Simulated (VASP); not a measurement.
# GaN (F-43m) in VASP: further runs, part 2 of 2

VASP 6.6.1. Earlier steps stand in the parts before.

### Step 3. Single point, PBE

The input, INCAR:

```
  ALGO = Normal
  EDIFF = 1E-7
  ENCUT = 520
  GGA = PE
  ISIF = 2
  ISMEAR = 0
  LASPH = True
  LCHARG = False
  LREAL = False
  LWAVE = False
  NBANDS = 16
  NELM = 100
  PREC = Accurate
  SIGMA = 0.028999999999999998
```

The input, KPOINTS:

```
k-points
0
Gamma
  10 10 10
```

The input, POSCAR:

```
GaN
1.0
    0.0000000000      2.2535006075      2.2535006075
    2.2535006075      0.0000000000      2.2535006075
    2.2535006075      2.2535006075      0.0000000000
Ga N
1 1
Direct
    0.0000000000      0.0000000000      0.0000000000
    0.2500000000      0.2500000000      0.2500000000
```

Potentials or basis: VASP PAW PBE potentials, release 64 (Ga_d, N).

On the command line:

```console
cat potpaw_PBE.64/Ga_d/POTCAR potpaw_PBE.64/N/POTCAR > POTCAR
mpirun -np 1 vasp_std > vasp.out
```

OUTCAR:

```text
EDIFF = 1E-7
   ENCUT = 520
   GGA = PE
   ISIF = 2
   ISMEAR = 0
   LASPH = True
   LREAL = False
   NELM = 100
   PREC = Accurate

 ion  position               nearest neighbor table
   1  0.000  0.000  0.000-   2 1.95   2 1.95   2 1.95   2 1.95
   2  0.250  0.250  0.250-   1 1.95   1 1.95   1 1.95   1 1.95

  LATTYP: Found a face centered cubic cell.
 ALAT       =     4.5070012150

  Lattice vectors:

 A1 = (   0.0000000000,   2.2535006075,   2.2535006075)
 A2 = (   2.2535006075,   0.0000000000,   2.2535006075)
 A3 = (   2.2535006075,   2.2535006075,   0.0000000000)

Analysis of symmetry for initial positions (statically):
=====================================================================
 Subroutine PRICEL returns:
 Original cell was already a primitive cell.

 Routine SETGRP: Setting up the symmetry group for a
 face centered cubic supercell.

 Subroutine GETGRP returns: Found 24 space group operations
 (whereof 24 operations were pure point group operations)
 out of a pool of 48 trial point group operations.

The static configuration has the point symmetry T_d .

Analysis of symmetry for dynamics (positions and initial velocities):
=====================================================================
 Subroutine PRICEL returns:
 Original cell was already a primitive cell.

 Routine SETGRP: Setting up the symmetry group for a
 face centered cubic supercell.

 Subroutine GETGRP returns: Found 24 space group operations
 (whereof 24 operations were pure point group operations)
 out of a pool of 48 trial point group operations.

The dynamic configuration has the point symmetry T_d .

 Subroutine INISYM returns: Found 24 space group operations
 (whereof 24 operations are pure point group operations),
 and found     1 'primitive' translations

----------------------------------------------------------------------------------------

                                     Primitive cell

  volume of cell :      22.8877

  direct lattice vectors                    reciprocal lattice vectors
     0.000000000  2.253500607  2.253500607    -0.221877020  0.221877020  0.221877020
     2.253500607  0.000000000  2.253500607     0.221877020 -0.221877020  0.221877020
     2.253500607  2.253500607  0.000000000     0.221877020  0.221877020 -0.221877020

  length of vectors
     3.186931122  3.186931122  3.186931122     0.384302272  0.384302272  0.384302272

  position of ions in fractional coordinates (direct lattice)
     0.000000000  0.000000000  0.000000000
     0.250000000  0.250000000  0.250000000

  ion indices of the primitive-cell ions
   primitive index   ion index
                 1           1
                 2           2

----------------------------------------------------------------------------------------

 KPOINTS: k-points

Automatic generation of k-mesh.
 Grid dimensions read from file:
 generate k-points for:   10   10   10

 Generating k-lattice:

  Cartesian coordinates                     Fractional coordinates (reciprocal lattice)
    -0.022187702  0.022187702  0.022187702     0.100000000  0.000000000  0.000000000
     0.022187702 -0.022187702  0.022187702     0.000000000  0.100000000  0.000000000
     0.022187702  0.022187702 -0.022187702     0.000000000  0.000000000  0.100000000

  Length of vectors
     0.038430227  0.038430227  0.038430227

  Shift w.r.t. Gamma in fractional coordinates (k-lattice)
     0.000000000  0.000000000  0.000000000

 Subroutine IBZKPT returns following result:
 ===========================================

 Found     47 irreducible k-points:

 Following reciprocal coordinates:
            Coordinates               Weight
  0.000000  0.000000  0.000000      1.000000
  0.100000  0.000000  0.000000      8.000000
  0.200000  0.000000  0.000000      8.000000
  0.300000  0.000000  0.000000      8.000000
  0.400000  0.000000  0.000000      8.000000
  0.500000  0.000000  0.000000      4.000000
[... 16 lines left out ...]
  0.300000  0.300000  0.000000      6.000000
  0.400000  0.300000  0.000000     24.000000
 [... further k-points ...]
   k-points           NKPTS =     47   k-points in BZ     NKDIM =     47   number of bands    NBANDS=     16
   number of dos      NEDOS =    301   number of ions     NIONS =      2
   total plane-waves  NPLWV =  13824
   dimension x,y,z NGX =    24 NGY =   24 NGZ =   24
   dimension x,y,z NGXF=    48 NGYF=   48 NGZF=   48
   ions per type =               1   1
   NGX,Y,Z   is equivalent  to a cutoff of  12.52, 12.52, 12.52 a.u.
   NGXF,Y,Z  is equivalent  to a cutoff of  25.04, 25.04, 25.04 a.u.
 SYSTEM =  unknown system
   PREC   = accura    normal or accurate (medium, high low for compatibility)
   ISTART =      0    job   : 0-new  1-cont  2-samecut
   ICHARG =      2    charge: 1-file 2-atom 10-const
   ISPIN  =      1    spin polarized calculation?
   LNONCOLLINEAR =      F non collinear calculations
   LSORBIT =      F    spin-orbit coupling
   LASPH  =      T    aspherical Exc in radial PAW
   ENCUT  =  520.0 eV  38.22 Ry    6.18 a.u.   5.93  5.93  5.93*2*pi/ulx,y,z
   NELM   =    100;   NELMIN=  2; NELMDL= -5     # of ELM steps
   EDIFF  = 0.1E-06   stopping-criterion for ELM
   LREAL  =      F    real-space projection
   EDIFFG = 0.1E-05   stopping-criterion for IOM
   NSW    =      0    number of steps for IOM
   IBRION =     -1    ionic relax: 0-MD 1-quasi-New 2-CG
   NFREE  =      0    steps in history (QN), initial steepest desc. (CG)
   ISIF   =      2    stress and relaxation
   ISYM   =      2    0-nonsym 1-usesym 2-fastsym
   POTIM  = 0.5000    time-step for ionic-motion
   TEBEG  =    0.0;   TEEND  =   0.0 temperature during run
   PSTRESS=    0.0 pullay stress
   NELECT =      18.0000    total number of electrons
   NUPDOWN=      -1.0000    fix difference up-down
   EMIN   =  10.00;   EMAX   =-10.00  energy-range for DOS
   EFERMI =   0.00;   METHOD = LEGACY
   ISMEAR =     0;   SIGMA  =   0.03  broadening in eV -4-tet -1-fermi 0-gaus
   EFERMI_NEDOS =   21; number of points for ismear=-14 and -15
   IALGO  =     38    algorithm
   IMIX   =      4    mixing-type and parameters
     AMIX     =   0.40;   BMIX     =  1.00
     AMIX_MAG =   1.60;   BMIX_MAG =  1.00
  volume/ion in A,a.u.               =      11.44        77.23
  Fermi-wavevector in a.u.,A,eV,Ry     =   1.511117  2.855596 31.068543  2.283473
  Thomas-Fermi vector in A             =   2.621216
   LORBIT       =      0    0 simple, 1 ext, 2 COOP (PROOUT), +10 PAW based schemes
   GGA     = PE    functional components
   LHFCALC =     F    Hartree Fock is set to
   AEXX    =    0.0000 exact exchange contribution
   IVDW    =     0    specifies the selected vdW correction
   LEPSILON=     F    determine dielectric tensor
   LRPA    =     F    only Hartree local field effects (RPA)
 non-spin polarized calculation
 Gauss-broadening in eV      SIGMA  =   0.03
  energy-cutoff  :      520.00
  volume of cell :       22.89
 maximum number of plane-waves:       636
   NGX = 11   NGY = 11   NGZ = 11

 number of electron      18.0000004 magnetization

 Free energy of the ion-electron system (eV)
  ---------------------------------------------------
  ext. energy  EPLUGINS =         0.00000000
  ---------------------------------------------------
  free energy    TOTEN  =       -12.14320714 eV

  energy without entropy =      -12.14320714  energy(sigma->0) =      -12.14320714

 E-fermi :   5.4780     XC(G=0): -11.6669

 val. band max:        5.2811338966   @ k =   0.0000   0.0000   0.0000
 cond. band min:       7.0056180744   @ k =   0.0000   0.0000   0.0000
 fundamental gap:      1.7244841778
 Fermi energy:         5.4780307745

 k-point     1 :       0.0000    0.0000    0.0000
  band No.  band energies     occupation
      1     -10.6523      2.00000
      2      -8.1603      2.00000
      3      -8.1603      2.00000
      4      -8.1603      2.00000
      5      -7.8406      2.00000
      6      -7.8406      2.00000
[... 8 lines left out ...]
     15      24.1370      0.00000
     16      24.1370      0.00000
[... 419 lines left out ...]
 k-point    24 :       0.4000    0.3000    0.0000
  band No.  band energies     occupation
      1      -9.6789      2.00000
      2      -8.0305      2.00000
      3      -7.9363      2.00000
      4      -7.9358      2.00000
      5      -7.7802      2.00000
      6      -6.9183      2.00000
[... 8 lines left out ...]
     15      27.5928      0.00000
     16      27.7094      0.00000

 [... further k-points ...]

------------------------ aborting loop because EDIFF is reached ----------------------------------------

  FORCE on cell =-STRESS in cart. coord.  units (eV):
  Direction    XX          YY          ZZ          XY          YZ          ZX
  --------------------------------------------------------------------------------------
  -------------------------------------------------------------------------------------
  Total        0.7234691      0.7234691      0.7234691     -0.0000000      0.0000000     -0.0000000
  in kB       50.6439484     50.6439484     50.6439484     -0.0000000      0.0000000     -0.0000000
  external PRESSURE =      50.6439484 kB  Pullay stress =       0.0000000 kB

 VOLUME and BASIS-vectors are now :
 -----------------------------------------------------------------------------
  energy-cutoff  :      520.00
  volume of cell :       22.89
      direct lattice vectors                 reciprocal lattice vectors
     0.000000000  2.253500607  2.253500607    -0.221877020  0.221877020  0.221877020
     2.253500607  0.000000000  2.253500607     0.221877020 -0.221877020  0.221877020
     2.253500607  2.253500607  0.000000000     0.221877020  0.221877020 -0.221877020

 POSITION                                       TOTAL-FORCE (eV/Angst)
 -----------------------------------------------------------------------------------
      0.00000      0.00000      0.00000         0.000000      0.000000      0.000000
      1.12675      1.12675      1.12675        -0.000000     -0.000000     -0.000000
 -----------------------------------------------------------------------------------
    total drift:                                0.000002      0.000002      0.000002

  FREE ENERGIE OF THE ION-ELECTRON SYSTEM (eV)
  ---------------------------------------------------
  free  energy   TOTEN  =       -12.1432071381 eV

  energy  without entropy=      -12.1432071381  energy(sigma->0) =      -12.14320714
```

OSZICAR:

```text
N       E                     dE             d eps       ncg     rms          rms(c)
DAV:   1     0.781540654547E+02    0.78154E+02   -0.93209E+03  1696   0.201E+03
DAV:   2    -0.861578030256E+01   -0.86770E+02   -0.81220E+02  1688   0.322E+02
DAV:   3    -0.140857856886E+02   -0.54700E+01   -0.54457E+01  1792   0.696E+01
DAV:   4    -0.141430386315E+02   -0.57253E-01   -0.57247E-01  1880   0.763E+00
DAV:   5    -0.141437961209E+02   -0.75749E-03   -0.75749E-03  1816   0.772E-01    0.772E+00
DAV:   6    -0.121423174683E+02    0.20015E+01   -0.49121E+00  2280   0.397E+01    0.268E+00
DAV:   7    -0.121508278854E+02   -0.85104E-02   -0.31945E-01  1600   0.658E+00    0.177E+00
DAV:   8    -0.121471608479E+02    0.36670E-02   -0.57898E-02  1776   0.326E+00    0.794E-01
DAV:   9    -0.121429381854E+02    0.42227E-02   -0.14295E-02  2272   0.272E+00    0.201E-01
DAV:  10    -0.121433030897E+02   -0.36490E-03   -0.15172E-03  1696   0.537E-01    0.994E-02
DAV:  11    -0.121432021216E+02    0.10097E-03   -0.28811E-04  2248   0.260E-01    0.824E-03
DAV:  12    -0.121432074632E+02   -0.53416E-05   -0.30802E-05  1672   0.526E-02    0.106E-02
DAV:  13    -0.121432072171E+02    0.24611E-06   -0.75087E-07  1880   0.142E-02    0.311E-03
DAV:  14    -0.121432071381E+02    0.78961E-07   -0.51263E-08  1328   0.285E-03
   1 F= -.12143207E+02 E0= -.12143207E+02  d E =-.468615E-24
```

It took 38 s on 1 thread of AMD EPYC 7R13, shared host; peak memory 0.12 GiB.

Results:

- Free energy: -12.1432 eV
- Pressure: 5.1 GPa
- Band gap on the k mesh: 1.72 eV, direct

PBE gaps usually lie below the measured ones, often by a third to a half.
